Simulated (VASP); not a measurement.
# SiC (F-43m) in VASP: a series of runs

The runs below take SiC through single point, with PBE.

All numbers are computed with VASP 6.6.1; they aren't measurements. Logs are shortened: lines on timing, memory, paths and dates and some standing lists are left out, and cuts for length are marked.

### 1 The cell of the first run

The structure is cubic, space group F-43m (No. 216). Conventional cell: a = 4.336 Å, b = 4.336 Å, c = 4.336 Å, α = 90.00°, β = 90.00°, γ = 90.00°. Si (site symmetry -43m) has 4 C at 1.88 Å within 2.5 Å. C (site symmetry -43m) has 4 Si at 1.88 Å within 2.5 Å.

### 2 Single point, PBE (10.19 Å³/atom)

File INCAR:

```
PREC     = Accurate       # precision mode
ENCUT    = 600            # plane-wave cutoff, eV
EDIFF    = 1E-6           # SCF threshold, eV
ISMEAR   = 0              # smearing method
SIGMA    = 0.02           # smearing width, eV
LREAL    = F              # projectors in reciprocal space
LASPH    = T              # aspherical terms in the spheres
NELM     = 120            # most SCF steps
ALGO     = Normal         # electronic algorithm
ISIF     = 2              # what is computed and relaxed
LWAVE    = F              # write WAVECAR
LCHARG   = F              # write CHGCAR
GGA      = PE             # functional
NBANDS   = 11             # bands
GGA_COMPAT= F
```

File KPOINTS:

```
regular mesh
0
Gamma
  10 10 10
```

File POSCAR:

```
SiC
1.0
    0.0000000000      2.1677506880      2.1677506880
    2.1677506880      0.0000000000      2.1677506880
    2.1677506880      2.1677506880      0.0000000000
Si C
1 1
Direct
    0.0000000000      0.0000000000      0.0000000000
    0.2500000000      0.2500000000      0.2500000000
```

Potentials or basis: VASP PAW PBE potentials, release 64 (Si, C).

Command:

```
$ cat potpaw_PBE.64/Si/POTCAR potpaw_PBE.64/C/POTCAR > POTCAR
$ mpirun -np 1 vasp_std > vasp.out
```

OUTCAR:

```text
PREC = Accurate
   ENCUT = 600
   EDIFF = 1E-6
   ISMEAR = 0
   LREAL = F
   LASPH = T
   NELM = 120
   ISIF = 2
   GGA = PE

 ion  position               nearest neighbor table
   1  0.000  0.000  0.000-   2 1.88   2 1.88   2 1.88   2 1.88
   2  0.250  0.250  0.250-   1 1.88   1 1.88   1 1.88   1 1.88

  LATTYP: Found a face centered cubic cell.
 ALAT       =     4.3355013760

  Lattice vectors:

 A1 = (   0.0000000000,   2.1677506880,   2.1677506880)
 A2 = (   2.1677506880,   0.0000000000,   2.1677506880)
 A3 = (   2.1677506880,   2.1677506880,   0.0000000000)

Analysis of symmetry for initial positions (statically):
=====================================================================
 Subroutine PRICEL returns:
 Original cell was already a primitive cell.

 Routine SETGRP: Setting up the symmetry group for a
 face centered cubic supercell.

 Subroutine GETGRP returns: Found 24 space group operations
 (whereof 24 operations were pure point group operations)
 out of a pool of 48 trial point group operations.

The static configuration has the point symmetry T_d .

Analysis of symmetry for dynamics (positions and initial velocities):
=====================================================================
 Subroutine PRICEL returns:
 Original cell was already a primitive cell.

 Routine SETGRP: Setting up the symmetry group for a
 face centered cubic supercell.

 Subroutine GETGRP returns: Found 24 space group operations
 (whereof 24 operations were pure point group operations)
 out of a pool of 48 trial point group operations.

The dynamic configuration has the point symmetry T_d .

 Subroutine INISYM returns: Found 24 space group operations
 (whereof 24 operations are pure point group operations),
 and found     1 'primitive' translations

----------------------------------------------------------------------------------------

                                     Primitive cell

  volume of cell :      20.3731

  direct lattice vectors                    reciprocal lattice vectors
     0.000000000  2.167750688  2.167750688    -0.230653831  0.230653831  0.230653831
     2.167750688  0.000000000  2.167750688     0.230653831 -0.230653831  0.230653831
     2.167750688  2.167750688  0.000000000     0.230653831  0.230653831 -0.230653831

  length of vectors
     3.065662423  3.065662423  3.065662423     0.399504154  0.399504154  0.399504154

  position of ions in fractional coordinates (direct lattice)
     0.000000000  0.000000000  0.000000000
     0.250000000  0.250000000  0.250000000

  ion indices of the primitive-cell ions
   primitive index   ion index
                 1           1
                 2           2

----------------------------------------------------------------------------------------

 KPOINTS: regular mesh

Automatic generation of k-mesh.
 Grid dimensions read from file:
 generate k-points for:   10   10   10

 Generating k-lattice:

  Cartesian coordinates                     Fractional coordinates (reciprocal lattice)
    -0.023065383  0.023065383  0.023065383     0.100000000  0.000000000  0.000000000
     0.023065383 -0.023065383  0.023065383     0.000000000  0.100000000  0.000000000
     0.023065383  0.023065383 -0.023065383     0.000000000  0.000000000  0.100000000

  Length of vectors
     0.039950415  0.039950415  0.039950415

  Shift w.r.t. Gamma in fractional coordinates (k-lattice)
     0.000000000  0.000000000  0.000000000

 Subroutine IBZKPT returns following result:
 ===========================================

 Found     47 irreducible k-points:

 Following reciprocal coordinates:
            Coordinates               Weight
  0.000000  0.000000  0.000000      1.000000
  0.100000  0.000000  0.000000      8.000000
  0.200000  0.000000  0.000000      8.000000
  0.300000  0.000000  0.000000      8.000000
  0.400000  0.000000  0.000000      8.000000
  0.500000  0.000000  0.000000      4.000000
[... 16 lines left out ...]
  0.300000  0.300000  0.000000      6.000000
  0.400000  0.300000  0.000000     24.000000
 [... further k-points ...]
   k-points           NKPTS =     47   k-points in BZ     NKDIM =     47   number of bands    NBANDS=     11
   number of dos      NEDOS =    301   number of ions     NIONS =      2
   total plane-waves  NPLWV =  13824
   dimension x,y,z NGX =    24 NGY =   24 NGZ =   24
   dimension x,y,z NGXF=    48 NGYF=   48 NGZF=   48
   ions per type =               1   1
   NGX,Y,Z   is equivalent  to a cutoff of  13.01, 13.01, 13.01 a.u.
   NGXF,Y,Z  is equivalent  to a cutoff of  26.03, 26.03, 26.03 a.u.
 SYSTEM =  unknown system
   PREC   = accura    normal or accurate (medium, high low for compatibility)
   ISTART =      0    job   : 0-new  1-cont  2-samecut
   ICHARG =      2    charge: 1-file 2-atom 10-const
   ISPIN  =      1    spin polarized calculation?
   LNONCOLLINEAR =      F non collinear calculations
   LSORBIT =      F    spin-orbit coupling
   LASPH  =      T    aspherical Exc in radial PAW
   ENCUT  =  600.0 eV  44.10 Ry    6.64 a.u.   6.12  6.12  6.12*2*pi/ulx,y,z
   NELM   =    120;   NELMIN=  2; NELMDL= -5     # of ELM steps
   EDIFF  = 0.1E-05   stopping-criterion for ELM
   LREAL  =      F    real-space projection
   EDIFFG = 0.1E-04   stopping-criterion for IOM
   NSW    =      0    number of steps for IOM
   IBRION =     -1    ionic relax: 0-MD 1-quasi-New 2-CG
   NFREE  =      0    steps in history (QN), initial steepest desc. (CG)
   ISIF   =      2    stress and relaxation
   ISYM   =      2    0-nonsym 1-usesym 2-fastsym
   POTIM  = 0.5000    time-step for ionic-motion
   TEBEG  =    0.0;   TEEND  =   0.0 temperature during run
   PSTRESS=    0.0 pullay stress
   NELECT =       8.0000    total number of electrons
   NUPDOWN=      -1.0000    fix difference up-down
   EMIN   =  10.00;   EMAX   =-10.00  energy-range for DOS
   EFERMI =   0.00;   METHOD = LEGACY
   ISMEAR =     0;   SIGMA  =   0.02  broadening in eV -4-tet -1-fermi 0-gaus
   EFERMI_NEDOS =   21; number of points for ismear=-14 and -15
   IALGO  =     38    algorithm
   IMIX   =      4    mixing-type and parameters
     AMIX     =   0.40;   BMIX     =  1.00
     AMIX_MAG =   1.60;   BMIX_MAG =  1.00
  volume/ion in A,a.u.               =      10.19        68.74
  Fermi-wavevector in a.u.,A,eV,Ry     =   1.198815  2.265432 19.553713  1.437157
  Thomas-Fermi vector in A             =   2.334694
   LORBIT       =      0    0 simple, 1 ext, 2 COOP (PROOUT), +10 PAW based schemes
   GGA     = PE    functional components
   LHFCALC =     F    Hartree Fock is set to
   AEXX    =    0.0000 exact exchange contribution
   IVDW    =     0    specifies the selected vdW correction
   LEPSILON=     F    determine dielectric tensor
   LRPA    =     F    only Hartree local field effects (RPA)
 non-spin polarized calculation
 Gauss-broadening in eV      SIGMA  =   0.02
  energy-cutoff  :      600.00
  volume of cell :       20.37
 maximum number of plane-waves:       700
   NGX = 13   NGY = 13   NGZ = 13

 number of electron       8.0000000 magnetization

 Free energy of the ion-electron system (eV)
  ---------------------------------------------------
  ext. energy  EPLUGINS =         0.00000000
  ---------------------------------------------------
  free energy    TOTEN  =       -15.04913903 eV

  energy without entropy =      -15.04913903  energy(sigma->0) =      -15.04913903

 E-fermi :   8.3845     XC(G=0): -11.4242

 val. band max:        8.2815776325   @ k =   0.0000   0.0000   0.0000
 cond. band min:       9.6241093961   @ k =   0.5000   0.5000   0.0000
 fundamental gap:      1.3425317635
 Fermi energy:         8.3844896975

 k-point     1 :       0.0000    0.0000    0.0000
  band No.  band energies     occupation
      1      -7.2440      2.00000
      2       8.2816      2.00000
      3       8.2816      2.00000
      4       8.2816      2.00000
      5      14.6974      0.00000
      6      15.6984      0.00000
      7      15.6984      0.00000
      8      15.6984      0.00000
      9      22.8802      0.00000
     10      22.8802      0.00000
     11      25.0050      0.00000

 k-point     2 :       0.1000    0.0000    0.0000
  band No.  band energies     occupation
      1      -7.0463      2.00000
      2       7.2710      2.00000
      3       8.1474      2.00000
      4       8.1474      2.00000
      5      14.9347      0.00000
      6      15.9438      0.00000
      7      15.9438      0.00000
      8      15.9947      0.00000
      9      21.9206      0.00000
     10      21.9206      0.00000
     11      24.7019      0.00000

 k-point     3 :       0.2000    0.0000    0.0000
  band No.  band energies     occupation
      1      -6.4615      2.00000
      2       5.1375      2.00000
      3       7.8398      2.00000
      4       7.8398      2.00000
      5      14.6255      0.00000
      6      16.2995      0.00000
      7      16.2995      0.00000
      8      17.2105      0.00000
      9      21.2533      0.00000
     10      21.2533      0.00000
     11      23.8051      0.00000

 k-point     4 :       0.3000    0.0000    0.0000
  band No.  band energies     occupation
      1      -5.5253      2.00000
      2       2.8026      2.00000
      3       7.5228      2.00000
      4       7.5228      2.00000
      5      14.2160      0.00000
      6      16.1406      0.00000
      7      16.1406      0.00000
      8      18.1619      0.00000
      9      22.1008      0.00000
     10      22.1008      0.00000
     11      23.5659      0.00000
[... 239 lines left out ...]
 k-point    22 :      -0.2000    0.2000    0.0000
  band No.  band energies     occupation
      1      -5.2114      2.00000
      2       3.4574      2.00000
      3       5.0356      2.00000
      4       7.6345      2.00000
      5      14.9229      0.00000
      6      16.4207      0.00000
      7      16.7627      0.00000
      8      17.5743      0.00000
      9      19.8745      0.00000
     10      23.8641      0.00000
     11      27.6153      0.00000

 k-point    23 :       0.3000    0.3000    0.0000
  band No.  band energies     occupation
      1      -4.9428      2.00000
      2       3.9193      2.00000
      3       5.8975      2.00000
      4       5.8975      2.00000
      5      11.4750      0.00000
      6      13.9551      0.00000
      7      19.9695      0.00000
      8      19.9695      0.00000
      9      20.8786      0.00000
     10      25.4944      0.00000
     11      30.1458      0.00000

 k-point    24 :       0.4000    0.3000    0.0000
  band No.  band energies     occupation
      1      -4.0618      2.00000
      2       2.6841      2.00000
      3       5.0996      2.00000
      4       5.6328      2.00000
      5      11.1633      0.00000
      6      13.9715      0.00000
      7      20.0718      0.00000
      8      20.3620      0.00000
      9      22.2336      0.00000
     10      26.5036      0.00000
     11      29.7819      0.00000

 [... further k-points ...]
[... 5 lines left out ...]
  --------------------------------------------------------------------------------------
  -------------------------------------------------------------------------------------
  Total        0.8481421      0.8481421      0.8481421     -0.0000000      0.0000000     -0.0000000
  in kB       66.6992875     66.6992875     66.6992875     -0.0000000      0.0000000     -0.0000000
  external PRESSURE =      66.6992875 kB  Pullay stress =       0.0000000 kB

 VOLUME and BASIS-vectors are now :
 -----------------------------------------------------------------------------
  energy-cutoff  :      600.00
  volume of cell :       20.37
      direct lattice vectors                 reciprocal lattice vectors
     0.000000000  2.167750688  2.167750688    -0.230653831  0.230653831  0.230653831
     2.167750688  0.000000000  2.167750688     0.230653831 -0.230653831  0.230653831
     2.167750688  2.167750688  0.000000000     0.230653831  0.230653831 -0.230653831

 POSITION                                       TOTAL-FORCE (eV/Angst)
 -----------------------------------------------------------------------------------
      0.00000      0.00000      0.00000         0.000000      0.000000      0.000000
      1.08388      1.08388      1.08388        -0.000000     -0.000000     -0.000000
 -----------------------------------------------------------------------------------
    total drift:                                0.000000      0.000000      0.000000

  FREE ENERGIE OF THE ION-ELECTRON SYSTEM (eV)
  ---------------------------------------------------
  free  energy   TOTEN  =       -15.0491390276 eV

  energy  without entropy=      -15.0491390276  energy(sigma->0) =      -15.04913903
```

Run time: 6.1 s. Hardware: 1 thread of Intel Xeon Platinum 8488C (Sapphire Rapids), shared host; peak memory 0.14 GiB.

Results:

```yaml
Free_energy: -15.0491 eV
Pressure: 6.7 GPa
Band_gap_on_the_k_mesh: 1.34 eV (least direct gap 4.56 eV)
```

Caveat: the cell stands under pressure.

### 3 Single point, PBE (10.29 Å³/atom)

This run uses another cell than the first one, of 10.29 Å³/atom.

File INCAR:

```
SYSTEM = SiC
PREC = Accurate
ENCUT = 600
EDIFF = 1E-6
ISMEAR = 0
SIGMA = 0.01
LREAL = .FALSE.
LASPH = .TRUE.
NELM = 120
ALGO = Normal
ISIF = 2
LWAVE = .FALSE.
LCHARG = .FALSE.
GGA = PE
NBANDS = 11
GGA_COMPAT = .FALSE.
```

File KPOINTS:

```
regular mesh
0
G
  10 10 10
  0 0 0
```

File POSCAR:

```
SiC
1.0
    0.0000000000      2.1751745497      2.1751745497
    2.1751745497      0.0000000000      2.1751745497
    2.1751745497      2.1751745497      0.0000000000
Si C
1 1
Direct
    0.0000000000      0.0000000000      0.0000000000
    0.2500000000      0.2500000000      0.2500000000
```

Potentials or basis: VASP PAW PBE potentials, release 64 (Si, C).

Command:

```
$ cat potpaw_PBE.64/Si/POTCAR potpaw_PBE.64/C/POTCAR > POTCAR
$ mpirun -np 1 vasp_std > vasp.out
```

Wall time 11 s (1 thread of Intel Xeon Platinum 8488C (Sapphire Rapids), shared host); peak memory 0.15 GiB.

It converged, with:

- Free energy: -15.0565 eV
- Pressure: 4.3 GPa
- Band gap on the k mesh: 1.35 eV (least direct gap 4.55 eV)

Levels at points of the mesh, in eV from the valence-band top:
```tsv
k point	band 1	band 2	band 3	band 4	band 5	band 6	band 7	band 8
(0.00, 0.00, 0.00)	-15.44	0.00	0.00	0.00	6.30	7.34	7.34	7.34
(0.50, 0.00, 0.00)	-11.86	-8.56	-1.05	-1.05	5.48	7.25	7.25	10.08
(0.50, 0.50, 0.00)	-10.40	-7.81	-3.19	-3.19	1.35	4.34	14.10	14.10
```

Caveat: the cell stands under pressure.

### 4 Single point, PBE (10.82 Å³/atom)

This run uses another cell than the first one, of 10.82 Å³/atom.

File INCAR:

```
SYSTEM = SiC
  ALGO = Normal
  EDIFF = 1E-6
  ENCUT = 600
  GGA = PE
  GGA_COMPAT = .False.
  ISIF = 2
  ISMEAR = 0
  LASPH = .True.
  LCHARG = .False.
  LREAL = .False.
  LWAVE = .False.
  NBANDS = 11
  NELM = 120
  PREC = Accurate
  SIGMA = 0.02
```

File KPOINTS:

```
k-points
0
Gamma
  10 10 10
  0 0 0
```

File POSCAR:

```
SiC
1.0
    0.0000000000      2.2115554332      2.2115554332
    2.2115554332      0.0000000000      2.2115554332
    2.2115554332      2.2115554332      0.0000000000
Si C
1 1
Direct
    0.0000000000      0.0000000000      0.0000000000
    0.2500000000      0.2500000000      0.2500000000
```

Command:

```
$ cat potpaw_PBE.64/Si/POTCAR potpaw_PBE.64/C/POTCAR > POTCAR
$ mpirun -np 1 vasp_std > vasp.out
```

It took 12 s on 1 thread of Intel Xeon Platinum 8488C (Sapphire Rapids), shared host; peak memory 0.15 GiB.

It converged, with:

```yaml
Free_energy: -15.0502 eV
Pressure: -6.1 GPa
Band_gap_on_the_k_mesh: 1.40 eV (least direct gap 4.50 eV)
```

Levels at points of the mesh, in eV from the valence-band top:
| k point | band 2 | band 3 | band 4 | band 5 | band 6 | band 7 |
| --- | --- | --- | --- | --- | --- | --- |
| (0.00, 0.00, 0.00) | 0.00 | 0.00 | 0.00 | 5.71 | 7.01 | 7.01 |
| (0.50, 0.00, 0.00) | -8.29 | -1.04 | -1.04 | 5.04 | 7.05 | 7.05 |
| (0.50, 0.50, 0.00) | -7.66 | -3.10 | -3.10 | 1.40 | 4.17 | 13.52 |

Caveat: the cell stands under tension. A k mesh can miss the band edges.

(Part 1 of 2 ends here.)
